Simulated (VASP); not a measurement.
# Al3GaN4 in VASP: a series of runs, part 2 of 2

VASP 6.6.1. The steps go on from the part before.

## Step 5: Single point, r2SCAN (biaxial strain in the a-b plane: -1.5 %, then relaxed in part)

Contents of POSCAR:

```
Al3GaN4
1.0
    4.3352187341      0.0000000000      0.0000000000
    0.0000000000      4.3352187341      0.0000000000
    0.0000000000      0.0000000000      4.4686733677
Al Ga N
3 1 4
Direct
    0.5000000000      0.5000000000      0.0000000000
    0.5000000000      0.0000000000      0.5000000000
    0.0000000000      0.5000000000      0.5000000000
    0.0000000000      0.0000000000      0.0000000000
    0.7443324527      0.7443324527      0.2553460152
    0.7443324527      0.2556675473      0.7446539848
    0.2556675473      0.7443324527      0.7446539848
    0.2556675473      0.2556675473      0.2553460152
```

Contents of INCAR.step1:

```
SYSTEM = Al3GaN4
PREC = Accurate ; ENCUT = 520
ISMEAR = 0 ; SIGMA = 0.02
LREAL = .False. ; LASPH = .True.
NELM = 80 ; NBANDS = 31
GGA = PE ; ALGO = Normal
EDIFF = 1E-4 ; LWAVE = .True.
LCHARG = .False.
```

Contents of INCAR.step2:

```
SYSTEM = Al3GaN4
PREC = Accurate ; ENCUT = 520
EDIFF = 1E-6 ; ISMEAR = 0
SIGMA = 0.02 ; LREAL = .False.
LASPH = .True. ; NELM = 80
ALGO = Normal ; ISIF = 2
LWAVE = .False. ; LCHARG = .False.
METAGGA = R2SCAN ; LMIXTAU = .True.
NBANDS = 31 ; ISTART = 1
```

Contents of KPOINTS:

```
Automatic mesh
0
Gamma
  6 6 6
  0 0 0
```

Command:

```
$ cat potpaw_PBE.64/Al/POTCAR potpaw_PBE.64/Ga_d/POTCAR potpaw_PBE.64/N/POTCAR > POTCAR
$ cp INCAR.step1 INCAR
$ mpirun -np 1 vasp_std > vasp.out
$ cp INCAR.step2 INCAR
$ mpirun -np 1 vasp_std > vasp.out
```

Wall time 5.2 min (1 thread of Intel Xeon 8259CL, shared host); peak memory 0.26 GiB.

Results (log left out):

| Item | Value |
| --- | --- |
| Free energy | -79.3982 eV |
| Pressure | 3.1 GPa |
| Largest force | 0.077 eV/Å |
| Band gap on the k mesh | 3.91 eV (least direct gap 3.92 eV) |

Forces on the atoms (eV/Å):
```
Al   0.000  0.000  0.000
Al   0.000  0.000  0.000
Al   0.000  0.000  0.000
Ga   0.000  0.000  0.000
N   -0.044 -0.044  0.045
N   -0.044  0.044 -0.045
N    0.044 -0.044 -0.045
N    0.044  0.044  0.045
```

Stress tensor (GPa, compression positive):
```
 4.69  0.00  0.00
 0.00  4.69  0.00
 0.00  0.00 -0.04
```

Levels at points of the mesh, in eV from the valence-band top:
```tsv
k point	band 17	band 18	band 19	band 20	band 21	band 22	band 23	band 24	band 25	band 26
(0.00, 0.00, 0.00)	-1.95	-1.95	-0.15	-0.01	-0.01	3.91	3.91	4.07	4.17	7.79
(0.50, 0.00, 0.00)	-2.66	-1.41	-1.36	-1.09	-1.04	6.31	6.38	6.85	6.88	9.34
(0.50, 0.50, 0.00)	-2.78	-0.80	-0.51	-0.44	-0.44	8.16	8.39	8.39	8.70	9.06
(0.00, 0.00, 0.50)	-2.83	-1.22	-1.22	-0.90	-0.90	6.25	6.26	6.57	6.57	9.44
(0.50, 0.00, 0.50)	-2.60	-1.02	-0.71	-0.69	-0.64	8.08	8.26	8.29	8.48	8.74
(0.50, 0.50, 0.50)	-0.71	-0.57	-0.56	-0.32	-0.32	6.24	7.84	7.84	7.84	10.44
```

Caveat: the cell differs from its parent crystal (biaxial strain in the a-b plane: -1.5 %, then relaxed in part); the cell stands under pressure; the PAW data sets were made with another functional, which shifts forces and pressure a little.

## Step 6: Single point, r2SCAN

This run uses another cell than the first one, of 10.50 Å³/atom.

POSCAR is that of step 5.

Contents of INCAR.step1:

```
ALGO = Normal
EDIFF = 1E-4
ENCUT = 520
GGA = PE
ISMEAR = 0
LASPH = T
LCHARG = F
LREAL = F
LWAVE = T
NBANDS = 31
NELM = 80
PREC = Accurate
SIGMA = 0.02
```

Contents of INCAR.step2:

```
ALGO = Normal
EDIFF = 1E-7
ENCUT = 520
ISIF = 2
ISMEAR = 0
ISTART = 1
LASPH = T
LCHARG = F
LMIXTAU = T
LREAL = F
LWAVE = F
METAGGA = R2SCAN
NBANDS = 31
NELM = 80
PREC = Accurate
SIGMA = 0.02
```

Contents of KPOINTS:

```
k-points
0
Gamma
  6 6 6
```

Potentials or basis: VASP PAW PBE potentials, release 64 (Al, Ga_d, N).

Command:

```
$ cat potpaw_PBE.64/Al/POTCAR potpaw_PBE.64/Ga_d/POTCAR potpaw_PBE.64/N/POTCAR > POTCAR
$ cp INCAR.step1 INCAR
$ mpirun -np 1 vasp_std > vasp.out
$ cp INCAR.step2 INCAR
$ mpirun -np 1 vasp_std > vasp.out
```

OUTCAR:

```text
EDIFF = 1E-7
   ENCUT = 520
   ISIF = 2
   ISMEAR = 0
   ISTART = 1
   LASPH = T
   LREAL = F
   METAGGA = R2SCAN
   NELM = 80
   PREC = Accurate

 ion  position               nearest neighbor table
   1  0.500  0.500  0.000-   5 1.88   6 1.88   7 1.88   8 1.88   4 3.07   4 3.07   4 3.07   4 3.07
                             3 3.11   2 3.11   3 3.11   2 3.11   3 3.11   2 3.11   3 3.11   2 3.11
   2  0.500  0.000  0.500-   5 1.88   6 1.88   7 1.88   8 1.88   3 3.07   3 3.07   3 3.07   3 3.07
                             4 3.11   1 3.11   1 3.11   1 3.11   4 3.11   4 3.11   4 3.11   1 3.11
   3  0.000  0.500  0.500-   5 1.88   6 1.88   7 1.88   8 1.88   2 3.07   2 3.07   2 3.07   2 3.07
                             4 3.11   1 3.11   4 3.11   4 3.11   1 3.11   4 3.11   1 3.11   1 3.11
[... 1037 lines left out ...]

 VOLUME and BASIS-vectors are now :
 -----------------------------------------------------------------------------
  energy-cutoff  :      520.00
  volume of cell :       83.98
      direct lattice vectors                 reciprocal lattice vectors
     4.335218734  0.000000000  0.000000000     0.230668868  0.000000000  0.000000000
     0.000000000  4.335218734  0.000000000     0.000000000  0.230668868  0.000000000
     0.000000000  0.000000000  4.468673368     0.000000000  0.000000000  0.223780061

 POSITION                                       TOTAL-FORCE (eV/Angst)
 -----------------------------------------------------------------------------------
      2.16761      2.16761      0.00000         0.000000      0.000000      0.000000
      2.16761      0.00000      2.23434        -0.000000      0.000000      0.000000
      0.00000      2.16761      2.23434        -0.000000      0.000000      0.000000
      0.00000      0.00000      0.00000         0.000000      0.000000      0.000000
      3.22684      3.22684      1.14106        -0.043881     -0.043881      0.045118
      3.22684      1.10837      3.32762        -0.043881      0.043881     -0.045118
      1.10837      3.22684      3.32762         0.043881     -0.043881     -0.045118
      1.10837      1.10837      1.14106         0.043881      0.043881      0.045118
 -----------------------------------------------------------------------------------
    total drift:                               -0.000000     -0.000000      0.000000

  FREE ENERGIE OF THE ION-ELECTRON SYSTEM (eV)
  ---------------------------------------------------
  free  energy   TOTEN  =       -79.3982395593 eV

  energy  without entropy=      -79.3982395593  energy(sigma->0) =      -79.39823956
```

OSZICAR.step1:

```text
N       E                     dE             d eps       ncg     rms          rms(c)
DAV:   1     0.322534530285E+03    0.32253E+03   -0.19565E+04  2774   0.169E+03
DAV:   2    -0.219973920839E+02   -0.34453E+03   -0.32092E+03  2915   0.449E+02
DAV:   3    -0.643272589759E+02   -0.42330E+02   -0.41762E+02  2848   0.126E+02
DAV:   4    -0.659984164424E+02   -0.16712E+01   -0.16642E+01  3312   0.280E+01
DAV:   5    -0.660391952961E+02   -0.40779E-01   -0.40767E-01  2943   0.405E+00    0.170E+01
DAV:   6    -0.564340787894E+02    0.96051E+01   -0.29300E+01  3917   0.537E+01    0.558E+00
DAV:   7    -0.566163076326E+02   -0.18223E+00   -0.31177E+00  2937   0.110E+01    0.408E+00
DAV:   8    -0.566095489722E+02    0.67587E-02   -0.42280E-01  3390   0.621E+00    0.100E+00
DAV:   9    -0.565794137687E+02    0.30135E-01   -0.10111E-01  3820   0.419E+00    0.498E-01
DAV:  10    -0.565788690159E+02    0.54475E-03   -0.14155E-02  3069   0.669E-01    0.179E-01
DAV:  11    -0.565792237362E+02   -0.35472E-03   -0.10267E-03  3656   0.272E-01    0.204E-02
DAV:  12    -0.565792281928E+02   -0.44566E-05   -0.11535E-04  2148   0.985E-02
   1 F= -.56579228E+02 E0= -.56579228E+02  d E =-.369509E-25
```

Wall time 7 min (1 thread of Intel Xeon 8259CL, shared host); peak memory 0.26 GiB.

Results:

| Property | Result |
| --- | --- |
| Free energy | -79.3982 eV |
| Pressure | 3.1 GPa |
| Largest force | 0.077 eV/Å |
| Band gap on the k mesh | 3.91 eV (least direct gap 3.92 eV) |

Forces on the atoms (eV/Å):
```
Al   0.000  0.000  0.000
Al   0.000  0.000  0.000
Al   0.000  0.000  0.000
Ga   0.000  0.000  0.000
N   -0.044 -0.044  0.045
N   -0.044  0.044 -0.045
N    0.044 -0.044 -0.045
N    0.044  0.044  0.045
```

Caveat: the cell stands under pressure; the PAW data sets were made with another functional, which shifts forces and pressure a little.

## Step 7: Overview

| cell | gap on the mesh (eV) | pressure (GPa) | largest force (eV/Å) |
| --- | --- | --- | --- |
| a = 4.401 Å, 8 atoms, atomic positions A | 4.00 | 0.0 | 0.08 |
| a = 4.269, b = 4.269, c = 4.480 Å, 8 atoms, atomic positions B | 3.86 | 9.5 | 0.09 |
| a = 4.335, b = 4.335, c = 4.441 Å, 8 atoms, atomic positions A | 3.93 | 4.5 | 0.09 |
| a = 4.335, b = 4.335, c = 4.469 Å, 8 atoms, atomic positions B | 3.91 | 3.1 | 0.08 |

Alike in all rows: task single point; level r2SCAN; potentials or basis VASP PAW PBE potentials, release 64 (Al, Ga_d, N); no spin polarisation; k mesh 6 × 6 × 6; cutoff (eV) 520; smearing gaussian 0.02 eV.

Caveats: the PAW data sets were made with another functional, which shifts forces and pressure a little; the cell stands under pressure (at least some runs); the stress differs along the axes, from 4 to 12 GPa (at least some runs).

Absolute energies hang on the potentials; compare differences alone.
